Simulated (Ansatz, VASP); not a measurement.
## HfC in VASP and in Ansatz

```xyz
2
Lattice="-0.0465 2.3018 2.3018 2.3018 -0.0465 2.3018 2.3018 2.3018 -0.0465" Properties=species:S:1:pos:R:3 pbc="T T T"
Hf    2.2785    2.2785    2.2785
C     0.0000    0.0000    0.0000
```

Change from the starting cell: equal xy, yz and zx shear strains of -2 %.

Alike in both runs: task single point; functional LDA; k mesh 12 × 12 × 12; occupations fermi-dirac, width 0.05 eV; no spin polarisation.

|  | VASP | Ansatz |
| --- | --- | --- |
| version | VASP 6.6.1 | Ansatz 0.2.0 |
| potentials or method | VASP PAW LDA potentials, release 64 (Hf_pv, C), cutoff 520 eV | all-electron LAPW, scalar-relativistic |

|  | VASP | Ansatz | Ansatz less VASP |
| --- | --- | --- | --- |
| pressure (GPa) | -11.5 | -11.7 | -0.20 |
| traceless stress, the component that is largest in VASP (GPa) | 3.35 | 3.35 | +0.001 |

LDA's correlation is that of Perdew and Zunger in VASP and of Perdew and Wang (1992) in Ansatz. Ansatz ran all-electron here, and VASP with PAW potentials.

Neither program's run includes spin-orbit coupling.
